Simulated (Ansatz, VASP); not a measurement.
# Ga2O3 in VASP and in Ansatz

```
Ga O
1.0
     2.52898    1.46010    4.54132
    -2.52898    1.46010    4.54132
     0.00000   -2.92021    4.54132
Ga O
4 6
Cartesian
  0.0000 0.0000 4.8480
  0.0000 0.0000 1.9640
  0.0000 0.0000 8.7760
  0.0000 0.0000 11.6600
  -0.9959 1.4601 7.9473
  -0.7665 -1.5925 7.9473
  1.7624 0.1324 7.9473
  0.9959 -1.4601 5.6767
  0.7665 1.5925 5.6767
  -1.7624 -0.1324 5.6767
```

Alike in both runs: functional PBE; k mesh 6 × 6 × 6; occupations gaussian, width 0.02 eV; no spin polarisation.

Ansatz relaxed the structure, and its values are those at the end. VASP's run is a single point on that final structure, the one shown.

|  | VASP | Ansatz |
| --- | --- | --- |
| version | VASP 6.6.1 | Ansatz 0.2.0 |
| potentials or method | VASP PAW PBE potentials, release 64 (Ga_d, O), cutoff 600 eV | scalar-relativistic, plane waves, PAW |
| valence electrons in the cell | 88 | 88 |

|  | VASP | Ansatz | Ansatz less VASP |
| --- | --- | --- | --- |
| gap on the k mesh at the Fermi level (eV) | 2.39 | 2.40 | +0.013 |
| least direct gap on the mesh (eV) | 2.62 | 2.64 | +0.013 |
| pressure (GPa) | 0.7 | 0.0 | -0.67 |
| rms of the force components (eV/Å) | 0.005 | 0.000 | -0.0045 |

With one functional, cell and mesh, what is left measures potentials, basis and numerics.
